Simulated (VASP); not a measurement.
Runs of VASP 6.6.1 on AlN. The structure is that of space group Cm (No. 8), or close to it. The cells are those of the table. 

```tsv
cell	gap on the mesh (eV)	pressure (GPa)	largest force (eV/Å)
a = 3.111, b = 3.111, c = 10.047 Å, angles 83.3, 83.3, 60.0°, 8 atoms	2.84	3.1	1.46
a = 3.111, b = 3.111, c = 10.745 Å, angles 71.0, 71.0, 60.0°, 8 atoms	3.01	2.6	2.00
a = 3.111, b = 3.111, c = 10.314 Å, angles 76.9, 76.9, 60.0°, 8 atoms	(b)	2.7	1.51
a = 3.111, b = 3.111, c = 9.996 Å, angles 85.5, 85.5, 60.0°, 8 atoms	3.35	3.1	1.71
a = 3.111, b = 3.111, c = 10.440 Å, angles 74.9, 74.9, 60.0°, 8 atoms	3.05	2.6	2.03
a = 3.111, b = 3.111, c = 10.922 Å, angles 69.1, 69.1, 60.0°, 8 atoms	3.58	2.9	1.48
a = 3.111, b = 3.111, c = 10.206 Å, angles 79.0, 79.0, 60.0°, 8 atoms	2.79	3.1	1.49
a = 3.111, b = 3.111, c = 9.966 Å, angles 87.8, 87.8, 60.0°, 8 atoms	3.89	3.5	1.01
a = 3.111, b = 3.111, c = 11.114 Å, angles 67.4, 67.4, 60.0°, 8 atoms	3.96	3.5	(a)
```

Alike in all rows: task single point; level PBE; potentials or basis VASP PAW PBE potentials, release 64 (Al, N); no spin polarisation; k mesh 8 × 8 × 3; cutoff (eV) 520; smearing gaussian 0.05 eV.

Fill in the values left out.

(a) 0.94; (b) 3.13.

Caveats: forces of over 1 eV/Å act on the atoms, so gaps and moduli don't describe the material at rest (some runs).

A k mesh can miss the band edges.
